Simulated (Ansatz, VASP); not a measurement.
BeS: VASP beside Ansatz

```
Be S
1.0
     0.00000    2.32923    2.40524
     2.40524    0.00000    2.40524
     2.40524    2.32923    0.00000
Be S
1 1
Direct
  0.00000 0.00000 0.00000
  0.75000 0.75000 0.75000
```

Alike in both runs: task single point; functional PBEsol; k mesh 10 × 10 × 10; occupations gaussian, width 0.05 eV; no spin polarisation.

|  | VASP | Ansatz |
| --- | --- | --- |
| version | VASP 6.6.1 | Ansatz 0.2.0 |
| potentials or method | VASP PAW PBE potentials, release 64 (Be, S), cutoff 520 eV | scalar-relativistic, plane waves, PAW |
| valence electrons in the cell | 8 | 8 |

|  | VASP | Ansatz | Ansatz less VASP |
| --- | --- | --- | --- |
| gap on the k mesh at the Fermi level (eV) | 2.51 | 2.51 | -0.004 |
| least direct gap on the mesh (eV) | 5.45 | 5.42 | -0.030 |
| pressure (GPa) | 5.4 | 5.2 | -0.17 |
| traceless stress, the component that is largest in VASP (GPa) | 1.95 | 1.96 | +0.011 |

VASP's potentials were made for PBE, not for PBEsol.
